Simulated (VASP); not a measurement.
# CdS (rocksalt type) (Fm-3m) in VASP: single point with LDA

Aim: the single point of CdS (rocksalt type) with LDA.

All numbers are computed with VASP 6.6.1; they aren't measurements. Logs are shortened: lines on timing, memory, paths and dates and some standing lists are left out, and cuts for length are marked.

**1. The cell of the first run**

The structure is cubic, space group Fm-3m (No. 225). The conventional cell has a = 5.339 Å, b = 5.339 Å, c = 5.339 Å, α = 90.00°, β = 90.00°, γ = 90.00°. Cd (site symmetry m-3m) has 6 S at 2.67 Å within 3.5 Å. Within 3.5 Å of S (site symmetry m-3m) lie 6 Cd at 2.67 Å.

**2. Single point, LDA (19.03 Å³/atom)**

File POSCAR:

```
CdS
1.0
    0.0000000000      2.6697271560      2.6697271560
    2.6697271560      0.0000000000      2.6697271560
    2.6697271560      2.6697271560      0.0000000000
Cd S
1 1
Direct
    0.0000000000      0.0000000000      0.0000000000
    0.5000000000      0.5000000000      0.5000000000
```

File INCAR.step1:

```
SYSTEM = CdS
PREC     = Accurate       ! precision mode
ENCUT    = 520            ! plane-wave cutoff, eV
EDIFF    = 1E-6           ! SCF threshold, eV
ISMEAR   = -1             ! smearing method
SIGMA    = 0.05           ! smearing width, eV
LREAL    = .FALSE.        ! projectors in reciprocal space
LASPH    = .TRUE.         ! aspherical terms in the spheres
NELM     = 60             ! most SCF steps
ALGO     = Normal         ! electronic algorithm
ISIF     = 2              ! what is computed and relaxed
LWAVE    = .FALSE.        ! write WAVECAR
LCHARG   = .TRUE.         ! write CHGCAR
GGA      = CA             ! functional
NBANDS   = 16             ! bands
```

File KPOINTS.step1:

```
Automatic mesh
0
G
  14 14 14
  0 0 0
```

File INCAR.step2:

```
SYSTEM = CdS
PREC     = Accurate       ! precision mode
ENCUT    = 520            ! plane-wave cutoff, eV
EDIFF    = 1E-6           ! SCF threshold, eV
ISMEAR   = -5             ! smearing method
SIGMA    = 0.05           ! smearing width, eV
LREAL    = .FALSE.        ! projectors in reciprocal space
LASPH    = .TRUE.         ! aspherical terms in the spheres
NELM     = 60             ! most SCF steps
ALGO     = Normal         ! electronic algorithm
ISIF     = 2              ! what is computed and relaxed
LWAVE    = .FALSE.        ! write WAVECAR
LCHARG   = .FALSE.        ! write CHGCAR
GGA      = CA             ! functional
LORBIT   = 11             ! projections on sites
NEDOS    = 2001           ! points of the DOS
ICHARG   = 11             ! starting density
```

File KPOINTS.step2:

```
Automatic mesh
0
G
  21 21 21
  0 0 0
```

Potentials or basis: VASP PAW LDA potentials, release 64 (Cd, S).

Command:

```sh
$ cat potpaw_LDA.64/Cd/POTCAR potpaw_LDA.64/S/POTCAR > POTCAR
$ cp INCAR.step1 INCAR
$ cp KPOINTS.step1 KPOINTS
$ mpirun -np 1 vasp_std > vasp.out
$ cp INCAR.step2 INCAR
$ cp KPOINTS.step2 KPOINTS
$ mpirun -np 1 vasp_std > vasp.out
```

OUTCAR:

```text
SYSTEM = CdS
   PREC = Accurate
   ENCUT = 520
   EDIFF = 1E-6
   ISMEAR = -5
   LREAL = .FALSE.
   LASPH = .TRUE.
   NELM = 60
   ISIF = 2
   GGA = CA
   LORBIT = 11
   ICHARG = 11

 ion  position               nearest neighbor table
   1  0.000  0.000  0.000-   2 2.67   2 2.67   2 2.67   2 2.67   2 2.67   2 2.67
   2  0.500  0.500  0.500-   1 2.67   1 2.67   1 2.67   1 2.67   1 2.67   1 2.67

  LATTYP: Found a face centered cubic cell.
 ALAT       =     5.3394543120

  Lattice vectors:

 A1 = (   0.0000000000,   2.6697271560,   2.6697271560)
 A2 = (   2.6697271560,   0.0000000000,   2.6697271560)
 A3 = (   2.6697271560,   2.6697271560,   0.0000000000)

Analysis of symmetry for initial positions (statically):
=====================================================================
 Subroutine PRICEL returns:
 Original cell was already a primitive cell.

 Routine SETGRP: Setting up the symmetry group for a
 face centered cubic supercell.

 Subroutine GETGRP returns: Found 48 space group operations
 (whereof 48 operations were pure point group operations)
 out of a pool of 48 trial point group operations.

The static configuration has the point symmetry O_h .

Analysis of symmetry for dynamics (positions and initial velocities):
=====================================================================
 Subroutine PRICEL returns:
 Original cell was already a primitive cell.

 Routine SETGRP: Setting up the symmetry group for a
 face centered cubic supercell.

 Subroutine GETGRP returns: Found 48 space group operations
 (whereof 48 operations were pure point group operations)
 out of a pool of 48 trial point group operations.

The dynamic configuration has the point symmetry O_h .

 Subroutine INISYM returns: Found 48 space group operations
 (whereof 48 operations are pure point group operations),
 and found     1 'primitive' translations

----------------------------------------------------------------------------------------

                                     Primitive cell

  volume of cell :      38.0567

  direct lattice vectors                    reciprocal lattice vectors
     0.000000000  2.669727156  2.669727156    -0.187285056  0.187285056  0.187285056
     2.669727156  0.000000000  2.669727156     0.187285056 -0.187285056  0.187285056
     2.669727156  2.669727156  0.000000000     0.187285056  0.187285056 -0.187285056

  length of vectors
     3.775564352  3.775564352  3.775564352     0.324387233  0.324387233  0.324387233

  position of ions in fractional coordinates (direct lattice)
     0.000000000  0.000000000  0.000000000
     0.500000000  0.500000000  0.500000000

  ion indices of the primitive-cell ions
   primitive index   ion index
                 1           1
                 2           2

----------------------------------------------------------------------------------------

 KPOINTS: Automatic mesh

Automatic generation of k-mesh.
 Grid dimensions read from file:
 generate k-points for:   21   21   21

 Generating k-lattice:

  Cartesian coordinates                     Fractional coordinates (reciprocal lattice)
    -0.008918336  0.008918336  0.008918336     0.047619048  0.000000000  0.000000000
     0.008918336 -0.008918336  0.008918336     0.000000000  0.047619048  0.000000000
     0.008918336  0.008918336 -0.008918336     0.000000000  0.000000000  0.047619048

  Length of vectors
     0.015447011  0.015447011  0.015447011

  Shift w.r.t. Gamma in fractional coordinates (k-lattice)
     0.000000000  0.000000000  0.000000000

 TETIRR: Found   1276 inequivalent tetrahedra from    55566

 Subroutine IBZKPT returns following result:
 ===========================================

 Found    286 irreducible k-points:

 Following reciprocal coordinates:
            Coordinates               Weight
  0.000000  0.000000  0.000000      1.000000
  0.047619  0.000000  0.000000      8.000000
  0.095238  0.000000  0.000000      8.000000
  0.142857  0.000000  0.000000      8.000000
  0.190476  0.000000  0.000000      8.000000
  0.238095  0.000000  0.000000      8.000000
[... 16 lines left out ...]
 -0.428571  0.047619  0.000000     24.000000
 -0.380952  0.047619  0.000000     24.000000
 [... further k-points ...]
   k-points           NKPTS =    286   k-points in BZ     NKDIM =    286   number of bands    NBANDS=     13
   number of dos      NEDOS =   2001   number of ions     NIONS =      2
   total plane-waves  NPLWV =  21952
   dimension x,y,z NGX =    28 NGY =   28 NGZ =   28
   dimension x,y,z NGXF=    56 NGYF=   56 NGZF=   56
   ions per type =               1   1
   NGX,Y,Z   is equivalent  to a cutoff of  12.33, 12.33, 12.33 a.u.
   NGXF,Y,Z  is equivalent  to a cutoff of  24.66, 24.66, 24.66 a.u.
 SYSTEM =  CdS
   PREC   = accura    normal or accurate (medium, high low for compatibility)
   ISTART =      0    job   : 0-new  1-cont  2-samecut
   ICHARG =     11    charge: 1-file 2-atom 10-const
   ISPIN  =      1    spin polarized calculation?
   LNONCOLLINEAR =      F non collinear calculations
   LSORBIT =      F    spin-orbit coupling
   LASPH  =      T    aspherical Exc in radial PAW
   ENCUT  =  520.0 eV  38.22 Ry    6.18 a.u.   7.02  7.02  7.02*2*pi/ulx,y,z
   NELM   =     60;   NELMIN=  2; NELMDL=  0     # of ELM steps
   EDIFF  = 0.1E-05   stopping-criterion for ELM
   LREAL  =      F    real-space projection
[... 7 lines left out ...]
   TEBEG  =    0.0;   TEEND  =   0.0 temperature during run
   PSTRESS=    0.0 pullay stress
   NELECT =      18.0000    total number of electrons
   NUPDOWN=      -1.0000    fix difference up-down
   EMIN   =  10.00;   EMAX   =-10.00  energy-range for DOS
   EFERMI =   0.00;   METHOD = LEGACY
   ISMEAR =    -5;   SIGMA  =   0.05  broadening in eV -4-tet -1-fermi 0-gaus
   EFERMI_NEDOS =   21; number of points for ismear=-14 and -15
   IALGO  =     38    algorithm
   IMIX   =      4    mixing-type and parameters
     AMIX     =   0.40;   BMIX     =  1.00
     AMIX_MAG =   1.60;   BMIX_MAG =  1.00
  volume/ion in A,a.u.               =      19.03       128.41
  Fermi-wavevector in a.u.,A,eV,Ry     =   1.275524  2.410392 22.136170  1.626963
  Thomas-Fermi vector in A             =   2.408232
   LORBIT       =     11    0 simple, 1 ext, 2 COOP (PROOUT), +10 PAW based schemes
   GGA     = CA    functional components
   LHFCALC =     F    Hartree Fock is set to
   AEXX    =    0.0000 exact exchange contribution
   IVDW    =     0    specifies the selected vdW correction
   LEPSILON=     F    determine dielectric tensor
   LRPA    =     F    only Hartree local field effects (RPA)
 non-spin polarized calculation
 Fermi weights with tetrahedron method with Bloechl corrections
  energy-cutoff  :      520.00
  volume of cell :       38.06
 maximum number of plane-waves:      1038

 number of electron      18.0000005 magnetization

 Free energy of the ion-electron system (eV)
  ---------------------------------------------------
  ext. energy  EPLUGINS =         0.00000000
  ---------------------------------------------------
  free energy    TOTEN  =        -7.26569026 eV

  energy without entropy =       -7.26569026  energy(sigma->0) =       -7.26569026

 E-fermi :   3.5391     XC(G=0): -11.1103

 val. band max:        3.5278138577   @ k =  -0.4286   0.0476   0.0000
 cond. band min:       3.5441446998   @ k =   0.4762   0.4762   0.0000
 fundamental gap:      0.0163308421
 Fermi energy:         3.5390962645

 k-point     1 :       0.0000    0.0000    0.0000
  band No.  band energies     occupation
      1      -9.8178      2.00000
      2      -4.3326      2.00000
      3      -4.3326      2.00000
      4      -4.3184      2.00000
      5      -4.3184      2.00000
      6      -4.3184      2.00000
      7       2.6009      2.00000
      8       2.6009      2.00000
      9       2.6009      2.00000
     10       4.5576      0.00000
     11      12.7044      0.00000
     12      12.7044      0.00000
     13      12.7044      0.00000

 k-point     2 :       0.0476    0.0000    0.0000
  band No.  band energies     occupation
      1      -9.7948      2.00000
      2      -4.3408      2.00000
      3      -4.3408      2.00000
      4      -4.3214      2.00000
      5      -4.3139      2.00000
      6      -4.3139      2.00000
      7       2.3447      2.00000
      8       2.6192      2.00000
      9       2.6192      2.00000
     10       4.8107      0.00000
     11      12.3974      0.00000
     12      12.6929      0.00000
     13      12.6929      0.00000

 k-point     3 :       0.0952    0.0000    0.0000
  band No.  band energies     occupation
      1      -9.7264      2.00000
      2      -4.3668      2.00000
      3      -4.3668      2.00000
      4      -4.3307      2.00000
      5      -4.2980      2.00000
      6      -4.2980      2.00000
      7       1.7941      2.00000
      8       2.6728      2.00000
      9       2.6728      2.00000
     10       5.3479      0.00000
     11      11.8056      0.00000
     12      12.5862      0.00000
     13      12.5862      0.00000
[... 305 lines left out ...]
 k-point    23 :      -0.4286    0.0476    0.0000
  band No.  band energies     occupation
      1      -8.5041      2.00000
      2      -4.7049      2.00000
      3      -4.7046      2.00000
      4      -4.6527      2.00000
      5      -4.0714      2.00000
      6      -4.0594      2.00000
      7      -1.6707      2.00000
      8       3.2456      2.00000
      9       3.5278      2.00000
     10       6.9693      0.00000
     11       9.0852      0.00000
     12       9.2828      0.00000
     13      10.9738      0.00000

 k-point    24 :      -0.3810    0.0476    0.0000
  band No.  band energies     occupation
      1      -8.6316      2.00000
      2      -4.6861      2.00000
      3      -4.6757      2.00000
      4      -4.5948      2.00000
      5      -4.0947      2.00000
      6      -4.0741      2.00000
      7      -1.4689      2.00000
      8       3.1254      2.00000
      9       3.5151      2.00000
     10       7.0583      0.00000
     11       9.3249      0.00000
     12       9.4422      0.00000
     13      10.8647      0.00000

 [... further k-points ...]

------------------------ aborting loop because EDIFF is reached ----------------------------------------

  FORCE on cell =-STRESS in cart. coord.  units (eV):
  Direction    XX          YY          ZZ          XY          YZ          ZX
  --------------------------------------------------------------------------------------
  -------------------------------------------------------------------------------------
  Total        0.1830860      0.1830860      0.1830860      0.0000000      0.0000000     -0.0000000
  in kB        7.7078825      7.7078825      7.7078825      0.0000000      0.0000000     -0.0000000
  external PRESSURE =       7.7078825 kB  Pullay stress =       0.0000000 kB

 VOLUME and BASIS-vectors are now :
 -----------------------------------------------------------------------------
  energy-cutoff  :      520.00
  volume of cell :       38.06
      direct lattice vectors                 reciprocal lattice vectors
     0.000000000  2.669727156  2.669727156    -0.187285056  0.187285056  0.187285056
     2.669727156  0.000000000  2.669727156     0.187285056 -0.187285056  0.187285056
     2.669727156  2.669727156  0.000000000     0.187285056  0.187285056 -0.187285056

 POSITION                                       TOTAL-FORCE (eV/Angst)
 -----------------------------------------------------------------------------------
      0.00000      0.00000      0.00000        -0.000000      0.000000     -0.000000
      2.66973      2.66973      2.66973         0.000000     -0.000000      0.000000
 -----------------------------------------------------------------------------------
    total drift:                                0.000000      0.000000      0.000000

  FREE ENERGIE OF THE ION-ELECTRON SYSTEM (eV)
  ---------------------------------------------------
  free  energy   TOTEN  =        -7.2656902639 eV

  energy  without entropy=       -7.2656902639  energy(sigma->0) =       -7.26569026

 total charge

# of ion       s       p       d       tot
------------------------------------------
    1        0.405   0.291   9.577  10.274
    2        1.339   2.379   0.000   3.718
--------------------------------------------------
tot          1.744   2.670   9.577  13.991
```

It took 2.9 min on 1 thread of Intel Xeon 8259CL, shared host; peak memory 0.26 GiB.

Results:

| Property | Result |
| --- | --- |
| Valence electrons inside the program's atomic spheres | Cd 10.27; S 3.72 |
